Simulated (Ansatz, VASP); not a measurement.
## TePtSe3 in VASP and in Ansatz

INCAR

```
ALGO = Normal ; EDIFF = 1E-7
ENCUT = 520 ; GGA = PE
ISIF = 2 ; ISMEAR = 0
ISPIN = 2 ; LASPH = T
LCHARG = T ; LELF = T
LMAXMIX = 4 ; LORBIT = 11
LREAL = F ; LVHAR = T
LWAVE = F ; MAGMOM = 0 1 0 0 0
NBANDS = 29 ; NELM = 150
PREC = Accurate ; SIGMA = 0.1
```

Contents of KPOINTS:

```
k-points
0
Gamma
  4 4 4
```

Contents of POSCAR:

```
TePtSe3
1.0
    5.0228110158      0.0000000000      0.0000000000
    0.0000000000      5.0228110158      0.0000000000
    0.0000000000      0.0000000000      6.3584783058
Te Pt Se
1 1 3
Direct
    0.0000000000      0.0000000000      0.8951123111
    0.5000000000      0.5000000000      0.1377260660
    0.0000000000      0.0000000000      0.5179792735
    0.0000000000      0.5000000000      0.1035143447
    0.5000000000      0.0000000000      0.1035143447
```

Input for Ansatz:

```yaml
crystal:
  lattice:
    - [5.0228110158, 0.0, 0.0]
    - [0.0, 5.0228110158, 0.0]
    - [0.0, 0.0, 6.3584783058]
  atoms:
    - { symbol: Te, position: [0.0, 0.0, 0.8951123111] }
    - { symbol: Pt, position: [0.5, 0.5, 0.137726066], spin: 1.0 }
    - { symbol: Se, position: [0.0, 0.0, 0.5179792735] }
    - { symbol: Se, position: [0.0, 0.5, 0.1035143447] }
    - { symbol: Se, position: [0.5, 0.0, 0.1035143447] }
basis:
  ecutwfc: 420
kpoints:
  mp_grid: { grid: [4, 4, 4] }
hamiltonian:
  xc: pbe
scf:
  occupations: { method: gaussian, width: 0.1 }
  lower_state_search: "off"
output:
  forces: true
  stress: true
  eigenvalues: true
  populations: true
magnetization:
  spin_polarized: true
```

Alike in both runs: task single point; functional PBE; k mesh 4 × 4 × 4; occupations gaussian, width 0.1 eV; collinear spin.

```csv
,VASP,Ansatz
version,VASP 6.6.1,Ansatz 0.2.0
potentials or method,"VASP PAW PBE potentials, release 64 (Te, Pt, Se), cutoff 520 eV","scalar-relativistic, plane waves, PAW"
valence electrons in the cell,34,82
```

|  | VASP | Ansatz | Ansatz less VASP |
| --- | --- | --- | --- |
| gap on the k mesh at the Fermi level (eV) | none | none | - |
| pressure (GPa) | 0.1 | 0.1 | 0.00 |
| traceless stress, the component that is largest in VASP (GPa) | 0.18 | 0.14 | -0.044 |
| rms of the force components (eV/Å) | 0.024 | 0.013 | -0.0115 |
| net moment per atom (μB) | 0.00 | 0.00 | 0.000 |

Atom by atom the forces differ by 0.012 eV/Å (rms over components). A gap of «none» marks a metal or a gap that the smearing closes. VASP's potentials hold 34 valence electrons a cell and Ansatz's 82, so a difference there can come from the potentials and not from the codes. Ansatz's warnings: seeded moment not kept.

Spin-orbit coupling is off throughout.
